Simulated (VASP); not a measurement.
A run of VASP 6.6.1:

The input POSCAR:

```
Sc
1.0
    0.0000000000      2.2705000000      2.2705000000
    2.1342700000      0.0000000000      2.2705000000
    2.1342700000      2.2705000000      0.0000000000
Sc
1
Direct
    0.0000000000      0.0000000000      0.0000000000
```

Contents of INCAR.step1:

```
ALGO = Normal
EDIFF = 1E-4
ENCUT = 520
GGA = PE
ISMEAR = 0
LASPH = True
LCHARG = False
LREAL = False
LWAVE = True
NBANDS = 12
NELM = 100
PREC = Accurate
SIGMA = 0.15
```

Contents of INCAR.step2:

```
ALGO = Normal
EDIFF = 1E-6
ENCUT = 520
ISIF = 2
ISMEAR = 0
ISTART = 1
LASPH = True
LCHARG = False
LMIXTAU = True
LREAL = False
LWAVE = False
METAGGA = R2SCAN
NBANDS = 12
NELM = 100
PREC = Accurate
SIGMA = 0.15
```

KPOINTS

```
k-points
0
Gamma
  18 18 18
```

Potentials or basis: VASP PAW PBE potentials, release 64 (Sc_sv).

Launch:

```console
$ cat potpaw_PBE.64/Sc_sv/POTCAR > POTCAR
$ cp INCAR.step1 INCAR
$ mpirun -np 1 vasp_std > vasp.out
$ cp INCAR.step2 INCAR
$ mpirun -np 1 vasp_std > vasp.out
```

Hardware: 1 thread of Intel(R) Xeon(R) 6975P-C (Granite Rapids) (shared host).

Problem. Estimate the wall time of this run.

Solution. Wall time 100 s on 1 thread of Intel(R) Xeon(R) 6975P-C (Granite Rapids) (shared host), peak memory 0.23 GiB. Counts: k points 480.
